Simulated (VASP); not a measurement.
# KF: single point with PBE-based screened hybrid with 25 % exact exchange

Crystal: KF.

```
K F
1.0
     0.00000    2.67185    2.67185
     2.67185    0.00000    2.67185
     2.67185    2.67185    0.00000
K F
1 1
Direct
  0.00000 0.00000 0.00000
  0.50000 0.50000 0.50000
```

```yaml
Program: VASP 6.6.1
Task: single point
Functional: PBE-based screened hybrid with 25 % exact exchange
Potentials_or_basis: VASP PAW PBE potentials, release 64 (K_sv, F)
Cutoff: 520 eV
k_mesh: 5 × 5 × 5
Occupations: fermi-dirac, width 0.05 eV
Spin: no spin polarisation
```

```yaml
Pressure: 0.6 GPa
Band_gap_on_the_k_mesh: 8.19 eV
```

Levels at points of the mesh, in eV from the valence-band top:
```csv
k point,band 5,band 6,band 7,band 8,band 9,band 10,band 11,band 12
"(0.00, 0.00, 0.00)",-9.54,0.00,0.00,0.00,8.19,13.04,13.04,13.04
```

Wall time 10 min on 1 thread of Intel(R) Xeon(R) Platinum 8259CL CPU @ 2.50GHz (Skylake/Cascade Lake), on a shared host, peak memory 0.27 GiB.

Caveat: the PAW data sets were made with another functional, which shifts forces and pressure a little.
